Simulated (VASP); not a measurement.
Set up this calculation in VASP 6.6.1, as the native input.

* Task: relaxation of cell and atoms
* Functional: PBE
* Potentials or basis: VASP PAW PBE potentials, release 64 (Hf_pv, Sc_sv, O)
* Cutoff: 600 eV
* k mesh: 12 × 12 × 6
* Occupations: gaussian, width 0.1 eV
* Spin: no spin polarisation
* Dipole correction: no
* Further INCAR settings: ALGO = Normal; EDIFF = 1e-07; IBRION = 2; EDIFFG = -0.01; NSW = 100; ISIF = 3

The structure of HfSc2O3 lies in POSCAR:

```
HfSc2O3
1.0
    3.0844801765      0.0000000000      0.0000000000
   -1.5422400882      2.6712381903      0.0000000000
    0.0000000000      0.0000000000      8.3583529672
Hf Sc O
1 2 3
Direct
    0.0000000000      0.0000000000      0.0000000000
    0.3333333333      0.6666666667      0.6551224355
    0.6666666667      0.3333333333      0.3448775645
    0.3333333333      0.6666666667      0.1876440653
    0.6666666667      0.3333333333      0.8123559347
    0.0000000000      0.0000000000      0.5000000000
```

The cell was generated, and may not be a known phase.

These files were run (other wordings do the same):

INCAR

```
ALGO     = Normal         # electronic algorithm
EDIFF    = 1E-7           # SCF threshold, eV
EDIFFG   = -0.01          # ionic threshold
ENCUT    = 600            # plane-wave cutoff, eV
GGA      = PE             # functional
IBRION   = 2              # ionic algorithm
ISIF     = 3              # what is computed and relaxed
ISMEAR   = 0              # smearing method
LASPH    = T              # aspherical terms in the spheres
LCHARG   = F              # write CHGCAR
LREAL    = F              # projectors in reciprocal space
LWAVE    = F              # write WAVECAR
NELM     = 100            # most SCF steps
NSW      = 100            # ionic steps
PREC     = Accurate       # precision mode
SIGMA    = 0.1            # smearing width, eV
```

KPOINTS

```
k-points
0
Gamma
  12 12 6
```

Potentials or basis: VASP PAW PBE potentials, release 64 (Hf_pv, Sc_sv, O).

The run is started by

```sh
$ cat potpaw_PBE.64/Hf_pv/POTCAR potpaw_PBE.64/Sc_sv/POTCAR potpaw_PBE.64/O/POTCAR > POTCAR
$ mpirun -np 1 vasp_std > vasp.out
```

Results of the run:

The relaxed volume is 11.42 Å³/atom. The relaxed cell is a = 3.100 Å, b = 3.100 Å, c = 8.237 Å, α = 90.00°, β = 90.00°, γ = 120.00° and the space group after relaxing (to 0.1 Å) is P-3m1 (No. 164). The energy gained by relaxing is 2.2 meV/atom, the ionic steps are 10 and the pressure after relaxing is 0.0 GPa. The largest force after relaxing is 0.010 eV/Å and the band gap on the k mesh is zero (bands 25 and 26 overlap by 0.82 eV).

Caveat: spin-orbit coupling is left out, which moves the levels of the heavy elements.

It took 38 min on 1 thread of Intel(R) Xeon(R) Platinum 8488C (Sapphire Rapids), on a shared host, peak memory 0.39 GiB.
